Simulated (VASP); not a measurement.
# H11C2NO4 in VASP: notebook

Runs on H11C2NO4. Level: PBE+D3(BJ). Tasks: single point.

Program: VASP 6.6.1. These are calculated values, not measurements. Logs are shortened: lines on timing, memory, paths and dates and some standing lists are left out, and cuts for length are marked.

### Step 1. The cell of the first run

The cell holds an amorphous packing of atoms, 18 atoms: a = 5.915 Å, b = 5.915 Å, c = 5.915 Å, α = 90.00°, β = 90.00°, γ = 90.00°.

### Step 2. Single point, PBE+D3(BJ)

Input file INCAR:

```
SYSTEM = H11C2NO4
PREC = Accurate
ENCUT = 520
EDIFF = 1E-7
ISMEAR = -1
SIGMA = 0.05
LREAL = Auto
LASPH = .TRUE.
NELM = 80
ALGO = Normal
ISIF = 2
LWAVE = .FALSE.
LCHARG = .TRUE.
GGA = PE
IVDW = 12
LELF = .TRUE.
LVHAR = .TRUE.
NBANDS = 39
```

Input file KPOINTS:

```
Automatic mesh
0
G
  1 1 1
  0 0 0
```

Input file POSCAR:

```
H11C2NO4
1.0
    5.9154820000      0.0000000000      0.0000000000
    0.0000000000      5.9154820000      0.0000000000
    0.0000000000      0.0000000000      5.9154820000
O H C N
4 11 2 1
Direct
    0.8504229370      0.9241652123      0.3397636167
    0.1011842242      0.7003366495      0.9683765652
    0.3536079644      0.0810177968      0.9227981279
    0.7422078153      0.3382436376      0.8164221459
    0.9157638238      0.8560800900      0.2034741939
    0.9626087298      1.0385623132      0.3832459723
    0.2035909563      0.8328476711      0.9539009629
    0.1090513822      0.6306372672      0.8188766785
    0.2818028684      0.1590225479      0.7962798152
    0.5123871443      0.1284300633      0.9096533270
    0.7993601245      0.4580150168      0.9135379483
    0.8670250136      0.3105579304      0.7115611733
    0.4549289449      0.5122226496      0.1269566866
    0.5264013475      0.6848385573      0.3658258885
    0.6471400004      0.4091903771      0.3406840766
    0.4936460629      0.5107735961      0.3085998069
    0.3046064638      0.4130975887      0.4250470402
    0.1526078967      0.3312269351      0.5198960739
```

Potentials or basis: VASP PAW PBE potentials, release 64 (O, H, C, N).

Run with:

```
> cat potpaw_PBE.64/O/POTCAR potpaw_PBE.64/H/POTCAR potpaw_PBE.64/C/POTCAR potpaw_PBE.64/N/POTCAR > POTCAR
> mpirun -np 1 vasp_gam > vasp.out
```

OUTCAR:

```text
SYSTEM = H11C2NO4
   PREC = Accurate
   ENCUT = 520
   EDIFF = 1E-7
   ISMEAR = -1
   LREAL = Auto
   LASPH = .TRUE.
   NELM = 80
   ISIF = 2
   GGA = PE
   IVDW = 12
 IVDW          = 12

 ion  position               nearest neighbor table
   1  0.850  0.924  0.340-   5 0.98   6 0.98
   2  0.101  0.700  0.968-   8 0.98   7 0.99
   3  0.354  0.081  0.923-   9 0.98  10 0.98
   4  0.742  0.338  0.816-  11 0.97  12 0.98
   5  0.916  0.856  0.203-   1 0.98
   6  0.963  0.039  0.383-   1 0.98
   7  0.204  0.833  0.954-   2 0.99
   8  0.109  0.631  0.819-   2 0.98
   9  0.282  0.159  0.796-   3 0.98
  10  0.512  0.128  0.910-   3 0.98
  11  0.799  0.458  0.914-   4 0.97
  12  0.867  0.311  0.712-   4 0.98
  13  0.455  0.512  0.127-  16 1.10
  14  0.526  0.685  0.366-  16 1.10
  15  0.647  0.409  0.341-  16 1.11
  16  0.494  0.511  0.309-  13 1.10  14 1.10  15 1.11  17 1.43
  17  0.305  0.413  0.425-  18 1.17  16 1.43
  18  0.153  0.331  0.520-  17 1.17

  LATTYP: Found a simple cubic cell.
 ALAT       =     5.9154820000

  Lattice vectors:

 A1 = (   5.9154820000,   0.0000000000,   0.0000000000)
 A2 = (   0.0000000000,   5.9154820000,   0.0000000000)
 A3 = (   0.0000000000,   0.0000000000,   5.9154820000)

Analysis of symmetry for initial positions (statically):
=====================================================================
 Subroutine PRICEL returns:
 Original cell was already a primitive cell.

 Routine SETGRP: Setting up the symmetry group for a
 simple cubic supercell.

 Subroutine GETGRP returns: Found  1 space group operations
 (whereof  1 operations were pure point group operations)
 out of a pool of 48 trial point group operations.

The static configuration has the point symmetry C_1 .

Analysis of symmetry for dynamics (positions and initial velocities):
=====================================================================
 Subroutine PRICEL returns:
 Original cell was already a primitive cell.

 Routine SETGRP: Setting up the symmetry group for a
 simple cubic supercell.

 Subroutine GETGRP returns: Found  1 space group operations
 (whereof  1 operations were pure point group operations)
 out of a pool of 48 trial point group operations.

The dynamic configuration has the point symmetry C_1 .

 Subroutine INISYM returns: Found  1 space group operations
 (whereof  1 operations are pure point group operations),
 and found     1 'primitive' translations

----------------------------------------------------------------------------------------

                                     Primitive cell

  volume of cell :     207.0000

  direct lattice vectors                    reciprocal lattice vectors
     5.915482000  0.000000000  0.000000000     0.169047932  0.000000000  0.000000000
     0.000000000  5.915482000  0.000000000     0.000000000  0.169047932  0.000000000
     0.000000000  0.000000000  5.915482000     0.000000000  0.000000000  0.169047932

  length of vectors
     5.915482000  5.915482000  5.915482000     0.169047932  0.169047932  0.169047932

  position of ions in fractional coordinates (direct lattice)
     0.850422937  0.924165212  0.339763617
     0.101184224  0.700336650  0.968376565
     0.353607964  0.081017797  0.922798128
     0.742207815  0.338243638  0.816422146
     0.915763824  0.856080090  0.203474194
     0.962608730  0.038562313  0.383245972
     0.203590956  0.832847671  0.953900963
     0.109051382  0.630637267  0.818876678
     0.281802868  0.159022548  0.796279815
     0.512387144  0.128430063  0.909653327
     0.799360124  0.458015017  0.913537948
     0.867025014  0.310557930  0.711561173
     0.454928945  0.512222650  0.126956687
     0.526401347  0.684838557  0.365825888
     0.647140000  0.409190377  0.340684077
     0.493646063  0.510773596  0.308599807
     0.304606464  0.413097589  0.425047040
     0.152607897  0.331226935  0.519896074

  ion indices of the primitive-cell ions
   primitive index   ion index
                 1           1
                 2           2
                 3           3
                 4           4
                 5           5
                 6           6
                 7           7
                 8           8
                 9           9
                10          10
                11          11
                12          12
                13          13
                14          14
                15          15
                16          16
                17          17
                18          18

----------------------------------------------------------------------------------------

 KPOINTS: Automatic mesh

Automatic generation of k-mesh.
 Grid dimensions read from file:
 generate k-points for:    1    1    1

 Generating k-lattice:

  Cartesian coordinates                     Fractional coordinates (reciprocal lattice)
     0.169047932  0.000000000  0.000000000     1.000000000  0.000000000  0.000000000
     0.000000000  0.169047932  0.000000000     0.000000000  1.000000000  0.000000000
     0.000000000  0.000000000  0.169047932     0.000000000  0.000000000  1.000000000

  Length of vectors
     0.169047932  0.169047932  0.169047932

  Shift w.r.t. Gamma in fractional coordinates (k-lattice)
     0.000000000  0.000000000  0.000000000

 Subroutine IBZKPT returns following result:
 ===========================================

 Found      1 irreducible k-points:

 Following reciprocal coordinates:
            Coordinates               Weight
  0.000000  0.000000  0.000000      1.000000
   k-points           NKPTS =      1   k-points in BZ     NKDIM =      1   number of bands    NBANDS=     39
   number of dos      NEDOS =    301   number of ions     NIONS =     18
   total plane-waves  NPLWV = 110592
   dimension x,y,z NGX =    48 NGY =   48 NGZ =   48
   dimension x,y,z NGXF=    96 NGYF=   96 NGZF=   96
   ions per type =               4  11   2   1
   NGX,Y,Z   is equivalent  to a cutoff of  13.49, 13.49, 13.49 a.u.
   NGXF,Y,Z  is equivalent  to a cutoff of  26.98, 26.98, 26.98 a.u.
 SYSTEM =  H11C2NO4
   PREC   = accura    normal or accurate (medium, high low for compatibility)
   ISTART =      0    job   : 0-new  1-cont  2-samecut
   ICHARG =      2    charge: 1-file 2-atom 10-const
   ISPIN  =      1    spin polarized calculation?
   LNONCOLLINEAR =      F non collinear calculations
   LSORBIT =      F    spin-orbit coupling
   LASPH  =      T    aspherical Exc in radial PAW
   ENCUT  =  520.0 eV  38.22 Ry    6.18 a.u.  11.00 11.00 11.00*2*pi/ulx,y,z
   NELM   =     80;   NELMIN=  2; NELMDL= -5     # of ELM steps
   EDIFF  = 0.1E-06   stopping-criterion for ELM
   LREAL  =      T    real-space projection
   EDIFFG = 0.1E-05   stopping-criterion for IOM
   NSW    =      0    number of steps for IOM
   IBRION =     -1    ionic relax: 0-MD 1-quasi-New 2-CG
   NFREE  =      0    steps in history (QN), initial steepest desc. (CG)
   ISIF   =      2    stress and relaxation
   ISYM   =      2    0-nonsym 1-usesym 2-fastsym
   POTIM  = 0.5000    time-step for ionic-motion
   TEBEG  =    0.0;   TEEND  =   0.0 temperature during run
   PSTRESS=    0.0 pullay stress
   NELECT =      48.0000    total number of electrons
   NUPDOWN=      -1.0000    fix difference up-down
   EMIN   =  10.00;   EMAX   =-10.00  energy-range for DOS
   EFERMI =   0.00;   METHOD = LEGACY
   ISMEAR =    -1;   SIGMA  =   0.05  broadening in eV -4-tet -1-fermi 0-gaus
   EFERMI_NEDOS =   21; number of points for ismear=-14 and -15
   IALGO  =     38    algorithm
   IMIX   =      4    mixing-type and parameters
     AMIX     =   0.40;   BMIX     =  1.00
     AMIX_MAG =   1.60;   BMIX_MAG =  1.00
  volume/ion in A,a.u.               =      11.50        77.61
  Fermi-wavevector in a.u.,A,eV,Ry     =   1.005769  1.900629 13.763275  1.011572
  Thomas-Fermi vector in A             =   2.138470
   LORBIT       =      0    0 simple, 1 ext, 2 COOP (PROOUT), +10 PAW based schemes
   GGA     = PE    functional components
   LHFCALC =     F    Hartree Fock is set to
   AEXX    =    0.0000 exact exchange contribution
   IVDW    =    12    specifies the selected vdW correction
   LEPSILON=     F    determine dielectric tensor
   LRPA    =     F    only Hartree local field effects (RPA)
 non-spin polarized calculation
  energy-cutoff  :      520.00
  volume of cell :      207.00
 maximum number of plane-waves:      2749
 NGX is ok and might be reduce to    42
   NGX = 21   NGY = 21   NGZ = 21

 number of electron      48.0000005 magnetization

 Free energy of the ion-electron system (eV)
  ---------------------------------------------------
  ext. energy  EPLUGINS =         0.00000000
  ---------------------------------------------------
  free energy    TOTEN  =       -95.36332009 eV

  energy without entropy =      -95.36332009  energy(sigma->0) =      -95.36332009

 E-fermi :  -2.3471     XC(G=0):  -6.6047

 val. band max:       -3.6372467349   @ k =   0.0000   0.0000   0.0000
 cond. band min:       1.3285709320   @ k =   0.0000   0.0000   0.0000
 fundamental gap:      4.9658176669
 Fermi energy:        -2.3470661138

 k-point     1 :       0.0000    0.0000    0.0000
  band No.  band energies     occupation
      1     -22.3938      2.00000
      2     -22.0807      2.00000
      3     -21.8068      2.00000
      4     -21.5006      2.00000
      5     -20.3406      2.00000
      6     -16.2390      2.00000
      7     -10.2067      2.00000
      8      -9.9427      2.00000
      9      -9.8073      2.00000
     10      -9.6499      2.00000
     11      -9.2969      2.00000
     12      -8.2070      2.00000
     13      -8.1529      2.00000
     14      -7.2184      2.00000
     15      -6.9988      2.00000
     16      -6.4723      2.00000
     17      -5.8338      2.00000
     18      -5.7265      2.00000
     19      -5.6194      2.00000
     20      -5.3031      2.00000
     21      -4.3819      2.00000
     22      -4.1576      2.00000
     23      -4.0907      2.00000
     24      -3.6372      2.00000
     25       1.3286      0.00000
     26       2.0422      0.00000
     27       2.1780      0.00000
     28       4.4252      0.00000
     29       4.8830      0.00000
     30       5.3967      0.00000
     31       5.6512      0.00000
     32       5.9446      0.00000
     33       6.1686      0.00000
     34       6.7555      0.00000
     35       6.9562      0.00000
     36       7.2384      0.00000
 [bands above 36 left out]

------------------------ aborting loop because EDIFF is reached ----------------------------------------

 Edisp (eV)   -0.65897

 E8    (eV) :    -0.1426

  FORCE on cell =-STRESS in cart. coord.  units (eV):
  Direction    XX          YY          ZZ          XY          YZ          ZX
  --------------------------------------------------------------------------------------
  -------------------------------------------------------------------------------------
  Total      -1.67223    -0.94522    -0.84358    -0.29113    -0.28845    -0.18563
  in kB     -12.94304    -7.31597    -6.52930    -2.25331    -2.23257    -1.43675
  external pressure =       -8.93 kB  Pullay stress =        0.00 kB

 VOLUME and BASIS-vectors are now :
 -----------------------------------------------------------------------------
  energy-cutoff  :      520.00
  volume of cell :      207.00
      direct lattice vectors                 reciprocal lattice vectors
     5.915482000  0.000000000  0.000000000     0.169047932  0.000000000  0.000000000
     0.000000000  5.915482000  0.000000000     0.000000000  0.169047932  0.000000000
     0.000000000  0.000000000  5.915482000     0.000000000  0.000000000  0.169047932

 POSITION                                       TOTAL-FORCE (eV/Angst)
 -----------------------------------------------------------------------------------
      5.03066      5.46688      2.00987         0.233795      0.182970      0.046891
      0.59855      4.14283      5.72841        -0.007356     -0.106251     -0.191855
      2.09176      0.47926      5.45880         0.009623     -0.020531      0.029947
      4.39052      2.00087      4.82953        -0.041413     -0.010619      0.006039
      5.41718      5.06413      1.20365        -0.026553     -0.071495     -0.041905
      5.69429      0.22811      2.26708        -0.203002     -0.113161     -0.012729
      1.20434      4.92670      5.64278         0.073355      0.086590      0.044676
      0.64509      3.73052      4.84405        -0.068469      0.070107      0.112346
      1.66700      0.94070      4.71038        -0.085252      0.027794     -0.043418
      3.03102      0.75973      5.38104         0.058785     -0.017290      0.038157
      4.72860      2.70938      5.40402         0.003352      0.036458      0.082233
      5.12887      1.83710      4.20923         0.056139     -0.047892     -0.080583
      2.69112      3.03004      0.75101        -0.005738      0.000964     -0.003156
      3.11392      4.05115      2.16404         0.010368      0.003815      0.003179
      3.82815      2.42056      2.01531        -0.003367     -0.004826      0.011932
      2.92015      3.02147      1.82552         0.003877     -0.000622      0.007281
      1.80189      2.44367      2.51436         0.295841      0.146679     -0.169211
      0.90275      1.95937      3.07544        -0.303984     -0.162692      0.160177
 -----------------------------------------------------------------------------------
    total drift:                                0.003209      0.005461      0.007373

  FREE ENERGIE OF THE ION-ELECTRON SYSTEM (eV)
  ---------------------------------------------------
  free  energy   TOTEN  =       -96.0222922548 eV

  energy  without entropy=      -96.0222922548  energy(sigma->0) =      -96.02229225
```

Wall time 23 s (1 thread of Intel Xeon Platinum 8488C (Sapphire Rapids), shared host); peak memory 0.32 GiB.

Results:

| Property | Result |
| --- | --- |
| Free energy | -96.0223 eV |
| Pressure | -0.9 GPa |
| Largest force | 0.380 eV/Å |
| Band gap on the k mesh | 4.97 eV |
| Dispersion energy per atom | -0.037 eV |

Forces in eV/Å, atoms in the order of the input:
```
O    0.234  0.183  0.047
O   -0.007 -0.106 -0.192
O    0.010 -0.021  0.030
O   -0.041 -0.011  0.006
H   -0.027 -0.071 -0.042
H   -0.203 -0.113 -0.013
H    0.073  0.087  0.045
H   -0.068  0.070  0.112
H   -0.085  0.028 -0.043
H    0.059 -0.017  0.038
H    0.003  0.036  0.082
H    0.056 -0.048 -0.081
H   -0.006  0.001 -0.003
H    0.010  0.004  0.003
H   -0.003 -0.005  0.012
C    0.004 -0.001  0.007
C    0.296  0.147 -0.169
N   -0.304 -0.163  0.160
```

Stress tensor (GPa, compression positive):
```
-1.29 -0.23 -0.14
-0.23 -0.73 -0.22
-0.14 -0.22 -0.65
```

Levels at points of the mesh, in eV from the valence-band top:
| k point | band 21 | band 22 | band 23 | band 24 | band 25 | band 26 | band 27 | band 28 |
| --- | --- | --- | --- | --- | --- | --- | --- | --- |
| (0.00, 0.00, 0.00) | -0.74 | -0.52 | -0.45 | 0.00 | 4.97 | 5.68 | 5.82 | 8.06 |

Caveat: the k points lie up to 1.06 Å⁻¹ apart.

### Step 3. Single point, PBE+D3(BJ)

Input file INCAR:

```
SYSTEM = H11C2NO4
PREC = Accurate
ENCUT = 910
EDIFF = 1E-6
ISMEAR = -1
SIGMA = 0.05
LREAL = Auto
LASPH = .TRUE.
NELM = 120
ALGO = Normal
ISIF = 2
LWAVE = .FALSE.
LCHARG = .TRUE.
GGA = PE
IVDW = 12
LELF = .TRUE.
LVHAR = .TRUE.
NBANDS = 39
GGA_COMPAT = .FALSE.
```

KPOINTS is that of step 2.

POSCAR is that of step 2.

Potentials or basis: VASP PAW PBE potentials, release 64 (O_h, H_h, C_h, N_h).

Run with:

```
> cat potpaw_PBE.64/O_h/POTCAR potpaw_PBE.64/H_h/POTCAR potpaw_PBE.64/C_h/POTCAR potpaw_PBE.64/N_h/POTCAR > POTCAR
> mpirun -np 1 vasp_gam > vasp.out
```

It took 30 s on 1 thread of Intel Xeon 6975P-C (Granite Rapids), shared host; peak memory 0.44 GiB.

Results (log left out):

| Item | Value |
| --- | --- |
| Free energy | -96.3071 eV |
| Pressure | -1.3 GPa |
| Largest force | 0.360 eV/Å |
| Band gap on the k mesh | 4.98 eV |
| Dispersion energy per atom | -0.037 eV |

Forces on the atoms (eV/Å):
```
O    0.299  0.200  0.015
O    0.035 -0.100 -0.259
O    0.042  0.041 -0.012
O    0.029  0.035  0.004
H   -0.045 -0.008  0.046
H   -0.251 -0.190 -0.063
H    0.020  0.002  0.022
H   -0.056  0.133  0.197
H   -0.017 -0.010  0.024
H   -0.038 -0.035  0.023
H   -0.007 -0.042  0.004
H   -0.001 -0.008 -0.001
H   -0.003  0.001  0.009
H    0.005 -0.009  0.001
H   -0.012  0.001  0.010
C   -0.004 -0.005  0.006
C    0.031  0.003 -0.003
N   -0.026 -0.008 -0.022
```

Stress tensor (GPa, compression positive):
```
-1.73 -0.37 -0.05
-0.37 -1.04 -0.28
-0.05 -0.28 -1.03
```

Levels at points of the mesh, in eV from the valence-band top:
```tsv
k point	band 22	band 23	band 24	band 25	band 26	band 27
(0.00, 0.00, 0.00)	-0.51	-0.45	0.00	4.98	5.70	5.84
```

Caveat: the k points lie up to 1.06 Å⁻¹ apart; the cutoff is under 1.25 times the usual one of these potentials, so pressure, stress and relaxed cells hold a basis-set (Pulay) error.

### Step 4. Single point, PBE+D3(BJ)

Input file INCAR:

```
ALGO = Normal
EDIFF = 1E-6
ENCUT = 520
GGA = PE
GGA_COMPAT = False
ISIF = 2
ISMEAR = -1
IVDW = 12
LASPH = True
LCHARG = False
LREAL = False
LWAVE = False
NBANDS = 39
NELM = 120
PREC = Accurate
SIGMA = 0.05
```

Input file KPOINTS:

```
k-points
0
Gamma
  1 1 1
```

Input file POSCAR:

```
H11C2NO4
1.0
    5.9154820000      0.0000000000      0.0000000000
    0.0000000000      5.9154820000      0.0000000000
    0.0000000000      0.0000000000      5.9154820000
O H C N
4 11 2 1
Direct
    0.8733354273      0.9666667906      0.3536144646
    0.0958332728      0.6905777078      0.9739696613
    0.3592099511      0.0701887014      0.9074154904
    0.7320958799      0.3523127955      0.8093507849
    0.9042204845      0.8714082808      0.2177506415
    1.0138649733      1.0570905296      0.3654478198
    0.2223149356      0.7980414783      0.9832842024
    0.1008878059      0.6413002356      0.8188174691
    0.3277332261      0.1579245783      0.7725997645
    0.5151228590      0.1286792860      0.9153776480
    0.8169579419      0.4543163178      0.9021411949
    0.8496180024      0.3190441624      0.6967141477
    0.4899347171      0.4271334103      0.1094247265
    0.4894951924      0.6662517103      0.2927572090
    0.6777469697      0.4081324227      0.3513999366
    0.5172359581      0.4759544531      0.2825974282
    0.3219855964      0.3785321298      0.4076928981
    0.1810503354      0.3103043843      0.5255700212
```

Potentials or basis: VASP PAW PBE potentials, release 64 (O, H, C, N).

Run with:

```
> cat potpaw_PBE.64/O/POTCAR potpaw_PBE.64/H/POTCAR potpaw_PBE.64/C/POTCAR potpaw_PBE.64/N/POTCAR > POTCAR
> mpirun -np 1 vasp_gam > vasp.out
```

Run time: 16 s. Hardware: 1 thread of AMD EPYC 7R43 (Zen 3), shared host; peak memory 0.28 GiB.

It converged, with:

```yaml
Free_energy: -95.4680 eV
Pressure: -0.7 GPa
Largest_force: 2.439 eV/Å
Band_gap_on_the_k_mesh: 4.78 eV
Dispersion_energy_per_atom: -0.037 eV
```

Forces on the atoms (eV/Å):
```
O    0.649 -0.346 -0.808
O   -0.074 -0.166  0.619
O    1.007  0.269  0.269
O    0.321 -0.368 -0.821
H   -0.171  0.447  0.589
H   -0.615 -0.227  0.133
H   -0.121  0.356 -0.244
H    0.045 -0.045 -0.523
H   -1.192 -0.089 -0.561
H    0.301 -0.513  0.590
H    0.164  0.645  0.916
H   -0.277 -0.431 -0.071
H    0.146 -0.127 -0.674
H    0.743 -1.061  0.119
H   -0.159  0.337 -0.071
C   -1.981  0.593  1.021
C    2.133  0.937 -0.724
N   -0.921 -0.210  0.239
```

Stress tensor (GPa, compression positive):
```
-1.85  0.35  1.08
 0.35 -1.33  0.31
 1.08  0.31  1.04
```

Levels at points of the mesh, in eV from the valence-band top:
| k point | band 22 | band 23 | band 24 | band 25 | band 26 | band 27 |
| --- | --- | --- | --- | --- | --- | --- |
| (0.00, 0.00, 0.00) | -0.62 | -0.39 | 0.00 | 4.78 | 5.71 | 5.79 |

Caveat: the k points lie up to 1.06 Å⁻¹ apart.
